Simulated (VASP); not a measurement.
# Zn (Fm-3m) in VASP: further runs

The runs below take Zn through relaxation of cell and atoms, with PBEsol.

Program: VASP 6.6.1. These are calculated values, not measurements. Logs are shortened: lines on timing, memory, paths and dates and some standing lists are left out, and cuts for length are marked.

## (1) The cell of the first run

It takes space group Fm-3m (No. 225, cubic). The conventional cell has a = 3.841 Å, b = 3.841 Å, c = 3.841 Å, α = 90.00°, β = 90.00°, γ = 90.00°. Zn (site symmetry m-3m) has 12 Zn at 2.72 Å within 3.6 Å.

This isn't the form of Zn at room conditions, which is hcp.

## (2) Relaxation of cell and atoms, PBEsol

INCAR reads:

```
SYSTEM = Zn
  ALGO = Normal
  EDIFF = 1E-6
  EDIFFG = -0.01
  ENCUT = 600
  GGA = PS
  IBRION = 2
  ISIF = 3
  ISMEAR = 0
  LASPH = .TRUE.
  LCHARG = .FALSE.
  LREAL = .FALSE.
  LWAVE = .FALSE.
  NELM = 100
  NSW = 100
  PREC = Accurate
  SIGMA = 0.1
```

KPOINTS reads:

```
k-points
0
G
  24 24 24
  0 0 0
```

POSCAR reads:

```
Zn
1.0
    0.0000000000      1.9205962597      1.9205962597
    1.9205962597      0.0000000000      1.9205962597
    1.9205962597      1.9205962597      0.0000000000
Zn
1
Direct
    0.0000000000      0.0000000000      0.0000000000
```

Potentials or basis: VASP PAW PBE potentials, release 64 (Zn).

On the command line:

```
cat potpaw_PBE.64/Zn/POTCAR > POTCAR
mpirun -np 1 vasp_std > vasp.out
```

OUTCAR:

```text
SYSTEM = Zn
   EDIFF = 1E-6
   EDIFFG = -0.01
   ENCUT = 600
   GGA = PS
   IBRION = 2
   ISIF = 3
   ISMEAR = 0
   LASPH = .TRUE.
   LREAL = .FALSE.
   NELM = 100
   NSW = 100
   PREC = Accurate

 ion  position               nearest neighbor table
   1  0.000  0.000  0.000-

  LATTYP: Found a face centered cubic cell.
 ALAT       =     3.8411925194

  Lattice vectors:

 A1 = (   0.0000000000,   1.9205962597,   1.9205962597)
 A2 = (   1.9205962597,   0.0000000000,   1.9205962597)
 A3 = (   1.9205962597,   1.9205962597,   0.0000000000)

Analysis of symmetry for initial positions (statically):
=====================================================================
 Subroutine PRICEL returns:
 Original cell was already a primitive cell.

 Routine SETGRP: Setting up the symmetry group for a
 face centered cubic supercell.

 Subroutine GETGRP returns: Found 48 space group operations
 (whereof 48 operations were pure point group operations)
 out of a pool of 48 trial point group operations.

The static configuration has the point symmetry O_h .

Analysis of symmetry for dynamics (positions and initial velocities):
=====================================================================
 Subroutine PRICEL returns:
 Original cell was already a primitive cell.

 Routine SETGRP: Setting up the symmetry group for a
 face centered cubic supercell.

 Subroutine GETGRP returns: Found 48 space group operations
 (whereof 48 operations were pure point group operations)
 out of a pool of 48 trial point group operations.

The dynamic configuration has the point symmetry O_h .

 Subroutine INISYM returns: Found 48 space group operations
 (whereof 48 operations are pure point group operations),
 and found     1 'primitive' translations

----------------------------------------------------------------------------------------

                                     Primitive cell

  volume of cell :      14.1690

  direct lattice vectors                    reciprocal lattice vectors
     0.000000000  1.920596260  1.920596260    -0.260335819  0.260335819  0.260335819
     1.920596260  0.000000000  1.920596260     0.260335819 -0.260335819  0.260335819
     1.920596260  1.920596260  0.000000000     0.260335819  0.260335819 -0.260335819

  length of vectors
     2.716133278  2.716133278  2.716133278     0.450914865  0.450914865  0.450914865

  position of ions in fractional coordinates (direct lattice)
     0.000000000  0.000000000  0.000000000

  ion indices of the primitive-cell ions
   primitive index   ion index
                 1           1

----------------------------------------------------------------------------------------

 KPOINTS: k-points

Automatic generation of k-mesh.
 Grid dimensions read from file:
 generate k-points for:   24   24   24

 Generating k-lattice:

  Cartesian coordinates                     Fractional coordinates (reciprocal lattice)
    -0.010847326  0.010847326  0.010847326     0.041666667  0.000000000  0.000000000
     0.010847326 -0.010847326  0.010847326     0.000000000  0.041666667  0.000000000
     0.010847326  0.010847326 -0.010847326     0.000000000  0.000000000  0.041666667

  Length of vectors
     0.018788119  0.018788119  0.018788119

  Shift w.r.t. Gamma in fractional coordinates (k-lattice)
     0.000000000  0.000000000  0.000000000

 Subroutine IBZKPT returns following result:
 ===========================================

[... 49 lines left out ...]
   EDIFFG = -.1E-01   stopping-criterion for IOM
   NSW    =    100    number of steps for IOM
   IBRION =      2    ionic relax: 0-MD 1-quasi-New 2-CG
   NFREE  =      1    steps in history (QN), initial steepest desc. (CG)
   ISIF   =      3    stress and relaxation
   ISYM   =      2    0-nonsym 1-usesym 2-fastsym
   POTIM  = 0.5000    time-step for ionic-motion
   TEBEG  =    0.0;   TEEND  =   0.0 temperature during run
   PSTRESS=    0.0 pullay stress
   NELECT =      12.0000    total number of electrons
   NUPDOWN=      -1.0000    fix difference up-down
   EMIN   =  10.00;   EMAX   =-10.00  energy-range for DOS
   EFERMI =   0.00;   METHOD = LEGACY
   ISMEAR =     0;   SIGMA  =   0.10  broadening in eV -4-tet -1-fermi 0-gaus
   EFERMI_NEDOS =   21; number of points for ismear=-14 and -15
   IALGO  =     38    algorithm
   IMIX   =      4    mixing-type and parameters
     AMIX     =   0.40;   BMIX     =  1.00
     AMIX_MAG =   1.60;   BMIX_MAG =  1.00
  volume/ion in A,a.u.               =      14.17        95.62
  Fermi-wavevector in a.u.,A,eV,Ry     =   1.548897  2.926991 32.641486  2.399082
  Thomas-Fermi vector in A             =   2.653781
   LORBIT       =      0    0 simple, 1 ext, 2 COOP (PROOUT), +10 PAW based schemes
   GGA     = PS    functional components
   LHFCALC =     F    Hartree Fock is set to
   AEXX    =    0.0000 exact exchange contribution
   IVDW    =     0    specifies the selected vdW correction
   LEPSILON=     F    determine dielectric tensor
   LRPA    =     F    only Hartree local field effects (RPA)
 conjugate gradient relaxation of ions
 non-spin polarized calculation
 Gauss-broadening in eV      SIGMA  =   0.10
  energy-cutoff  :      600.00
  volume of cell :       14.17
 maximum number of plane-waves:       495
 NGX is ok and might be reduce to    24
   NGX = 11   NGY = 11   NGZ = 11

--------------------------------------- Ionic step        1  -------------------------------------------

 number of electron      11.9999994 magnetization

 Free energy of the ion-electron system (eV)
  ---------------------------------------------------
  ext. energy  EPLUGINS =         0.00000000
  ---------------------------------------------------
  free energy    TOTEN  =        -1.56088615 eV

  energy without entropy =       -1.55944542  energy(sigma->0) =       -1.56016578

------------------------ aborting loop because EDIFF is reached ----------------------------------------

  FORCE on cell =-STRESS in cart. coord.  units (eV):
  Direction    XX          YY          ZZ          XY          YZ          ZX
  --------------------------------------------------------------------------------------
  -------------------------------------------------------------------------------------
  Total        0.0211214      0.0211214      0.0211214     -0.0000000      0.0000000      0.0000000
  in kB        2.3883370      2.3883370      2.3883370     -0.0000000      0.0000000      0.0000000
  external PRESSURE =       2.3883370 kB  Pullay stress =       0.0000000 kB

 VOLUME and BASIS-vectors are now :
 -----------------------------------------------------------------------------
  energy-cutoff  :      600.00
  volume of cell :       14.17
      direct lattice vectors                 reciprocal lattice vectors
     0.000000000  1.920596260  1.920596260    -0.260335819  0.260335819  0.260335819
     1.920596260  0.000000000  1.920596260     0.260335819 -0.260335819  0.260335819
     1.920596260  1.920596260  0.000000000     0.260335819  0.260335819 -0.260335819

 POSITION                                       TOTAL-FORCE (eV/Angst)
 -----------------------------------------------------------------------------------
      0.00000      0.00000      0.00000         0.000000      0.000000      0.000000
 -----------------------------------------------------------------------------------
    total drift:                               -0.000000      0.000000     -0.000000

  FREE ENERGIE OF THE ION-ELECTRON SYSTEM (eV)
  ---------------------------------------------------
  free  energy   TOTEN  =        -1.5608861458 eV

  energy  without entropy=       -1.5594454162  energy(sigma->0) =       -1.56016578

--------------------------------------- Ionic step        2  -------------------------------------------

 number of electron      11.9999995 magnetization

 Free energy of the ion-electron system (eV)
  ---------------------------------------------------
  ext. energy  EPLUGINS =         0.00000000
  ---------------------------------------------------
  free energy    TOTEN  =        -1.56091415 eV

  energy without entropy =       -1.55946592  energy(sigma->0) =       -1.56019004

 E-fermi :   3.3521     XC(G=0): -12.0723

 val. band max:        3.3405798314   @ k =  -0.3750   0.2917   0.0833
 cond. band min:       3.3542729990   @ k =  -0.3750   0.3750   0.0833
 fundamental gap:      0.0136931676
 Fermi energy:         3.3520663002

 k-point     1 :       0.0000    0.0000    0.0000
  band No.  band energies     occupation
      1      -7.5176      2.00000
      2      -4.3823      2.00000
      3      -4.3823      2.00000
      4      -4.3823      2.00000
      5      -3.9489      2.00000
      6      -3.9489      2.00000
      7      22.5525      0.00000
      8      22.5525      0.00000
      9      22.5525      0.00000
     10      22.7996      0.00000
[... 287 lines left out ...]
 k-point    24 :       0.4583    0.0417    0.0000
  band No.  band energies     occupation
      1      -5.2194      2.00000
      2      -4.3901      2.00000
      3      -4.3680      2.00000
      4      -3.6960      2.00000
      5      -3.6359      2.00000
      6      -0.7035      2.00000
      7       3.3110      1.43819
      8      18.7841      0.00000
      9      19.1291      0.00000
     10      20.6286      0.00000

 [... further k-points ...]

------------------------ aborting loop because EDIFF is reached ----------------------------------------

  FORCE on cell =-STRESS in cart. coord.  units (eV):
  Direction    XX          YY          ZZ          XY          YZ          ZX
  --------------------------------------------------------------------------------------
  -------------------------------------------------------------------------------------
  Total       -0.0011336     -0.0011336     -0.0011336      0.0000000      0.0000000     -0.0000000
  in kB       -0.1277957     -0.1277957     -0.1277957      0.0000000      0.0000000     -0.0000000
  external PRESSURE =      -0.1277957 kB  Pullay stress =       0.0000000 kB

 VOLUME and BASIS-vectors are now :
 -----------------------------------------------------------------------------
  energy-cutoff  :      600.00
  volume of cell :       14.21
      direct lattice vectors                 reciprocal lattice vectors
    -0.000000000  1.922553258  1.922553258    -0.260070819  0.260070819  0.260070819
     1.922553258  0.000000000  1.922553258     0.260070819 -0.260070819  0.260070819
     1.922553258  1.922553258  0.000000000     0.260070819  0.260070819 -0.260070819

 POSITION                                       TOTAL-FORCE (eV/Angst)
 -----------------------------------------------------------------------------------
      0.00000      0.00000      0.00000         0.000000     -0.000000      0.000000
 -----------------------------------------------------------------------------------
    total drift:                                0.000000      0.000000     -0.000000

  FREE ENERGIE OF THE ION-ELECTRON SYSTEM (eV)
  ---------------------------------------------------
  free  energy   TOTEN  =        -1.5609141521 eV

  energy  without entropy=       -1.5594659205  energy(sigma->0) =       -1.56019004

 reached required accuracy - stopping structural energy minimisation
```

It took 50 s on 1 thread of Intel Xeon Platinum 8259CL at 2.50GHz (Skylake/Cascade Lake), shared host; peak memory 0.21 GiB.

What came out:

- Free energy: -1.5609 eV
- Relaxed volume: 14.21 Å³/atom
- Relaxed cell: a = 2.719 Å, b = 2.719 Å, c = 2.719 Å, α = 60.00°, β = 60.00°, γ = 60.00°
- Space group after relaxing (to 0.1 Å): Fm-3m (No. 225)
- Energy gained by relaxing: 0.0 meV/atom
- Ionic steps: 2
- Pressure after relaxing: 0.0 GPa
- Band gap on the k mesh: zero (bands 6 and 7 overlap by 3.55 eV)

Final structure:
```
Zn
1.0
     0.00000    1.92255    1.92255
     1.92255    0.00000    1.92255
     1.92255    1.92255    0.00000
Zn
1
Direct
  0.00000 0.00000 0.00000
```

Caveat: the PAW data sets were made with another functional, which shifts forces and pressure a little.

## (3) Relaxation of cell and atoms, PBEsol

INCAR reads:

```
PREC     = Accurate       # precision mode
ENCUT    = 600            # plane-wave cutoff, eV
EDIFF    = 1E-6           # SCF threshold, eV
ISMEAR   = 0              # smearing method
SIGMA    = 0.1            # smearing width, eV
LREAL    = False          # projectors in reciprocal space
LASPH    = True           # aspherical terms in the spheres
NELM     = 80             # most SCF steps
ALGO     = Normal         # electronic algorithm
ISIF     = 3              # what is computed and relaxed
LWAVE    = False          # write WAVECAR
LCHARG   = False          # write CHGCAR
GGA      = PS             # functional
IBRION   = 2              # ionic algorithm
NSW      = 100            # ionic steps
EDIFFG   = -0.01          # ionic threshold
```

KPOINTS reads:

```
Automatic mesh
0
Gamma
  24 24 24
```

POSCAR reads:

```
Zn
1.0
    0.0000000000      1.9213301259      1.9213301259
    1.9213301259      0.0000000000      1.9213301259
    1.9213301259      1.9213301259      0.0000000000
Zn
1
Direct
    0.0000000000      0.0000000000      0.0000000000
```

Potentials or basis: VASP PAW PBE potentials, release 64 (Zn).

On the command line:

```
cat potpaw_PBE.64/Zn/POTCAR > POTCAR
mpirun -np 1 vasp_std > vasp.out
```

Run time: 54 s. Hardware: 1 thread of Intel Xeon Platinum 8259CL at 2.50GHz (Skylake/Cascade Lake), shared host; peak memory 0.2 GiB.

The run converged. Its results:

```yaml
Free_energy: -1.5609 eV
Relaxed_volume: 14.21 Å³/atom
Relaxed_cell: a = 2.719 Å, b = 2.719 Å, c = 2.719 Å, α = 60.00°, β = 60.00°, γ = 60.00°
Space_group_after_relaxing_to_0.1_Å: Fm-3m (No. 225)
Energy_gained_by_relaxing: 0.0 meV/atom
Ionic_steps: 2
Pressure_after_relaxing: 0.0 GPa
Band_gap_on_the_k_mesh: zero (bands 6 and 7 overlap by 3.55 eV)
```

Final structure:
```cif
data_structure
_symmetry_space_group_name_H-M 'P 1'
_symmetry_Int_Tables_number 1
_cell_length_a 2.7188
_cell_length_b 2.7188
_cell_length_c 2.7188
_cell_angle_alpha 60.000
_cell_angle_beta 60.000
_cell_angle_gamma 60.000
_cell_volume 14.21
loop_
_atom_site_label
_atom_site_type_symbol
_atom_site_fract_x
_atom_site_fract_y
_atom_site_fract_z
_atom_site_occupancy
Zn1 Zn 0.00000 0.00000 0.00000 1
```

Levels at points of the mesh, in eV from the Fermi level:
| k point | band 3 | band 4 | band 5 | band 6 | band 7 | band 8 | band 9 | band 10 |
| --- | --- | --- | --- | --- | --- | --- | --- | --- |
| (0.00, 0.00, 0.00) | -7.73 | -7.73 | -7.30 | -7.30 | 19.20 | 19.20 | 19.20 | 19.45 |
| (0.50, 0.00, 0.00) | -7.74 | -6.98 | -6.98 | -3.16 | -1.24 | 16.04 | 16.04 | 17.93 |
| (0.50, 0.50, 0.00) | -7.00 | -6.90 | -6.90 | -1.15 | 2.01 | 8.77 | 8.77 | 12.55 |

Caveat: the PAW data sets were made with another functional, which shifts forces and pressure a little.
